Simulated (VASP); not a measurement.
A run of VASP 6.6.1:

Contents of INCAR:

```
  ALGO = Normal
  EDIFF = 1E-6
  ENCUT = 520
  GGA = PS
  ISIF = 2
  ISMEAR = 0
  LASPH = T
  LCHARG = F
  LREAL = F
  LWAVE = F
  NBANDS = 34
  NELM = 80
  PREC = Accurate
  SIGMA = 0.2
```

Contents of KPOINTS:

```
k-points
0
Gamma
  5 5 3
```

File POSCAR:

```
BaTi2As2O
1.0
    4.0649710000      0.0000000000      0.0000000000
    0.0000000000      4.0649710000      0.0000000000
    0.0000000000      0.0000000000      7.3673930000
Ba Ti As O
1 2 2 1
Direct
    0.5000000000      0.5000000000      0.5000000000
    0.0000000000      0.5000000000      0.0000000000
    0.5000000000      0.0000000000      0.0000000000
    0.0000000000      0.0000000000      0.2430050000
    0.0000000000      0.0000000000      0.7569950000
    0.5000000000      0.5000000000      0.0000000000
```

Potentials or basis: VASP PAW PBE potentials, release 64 (Ba_sv, Ti_sv, As, O).

Launch:

```console
$ cat potpaw_PBE.64/Ba_sv/POTCAR potpaw_PBE.64/Ti_sv/POTCAR potpaw_PBE.64/As/POTCAR potpaw_PBE.64/O/POTCAR > POTCAR
$ mpirun -np 1 vasp_std > vasp.out
```

Hardware: 1 thread of Intel(R) Xeon(R) Platinum 8488C (Sapphire Rapids) (shared host).

Task: Estimate the wall time of this run.

Result: Wall time 62 s on 1 thread of Intel(R) Xeon(R) Platinum 8488C (Sapphire Rapids), on a shared host, peak memory 0.24 GiB. Counts: scf iterations 15, k points 12.
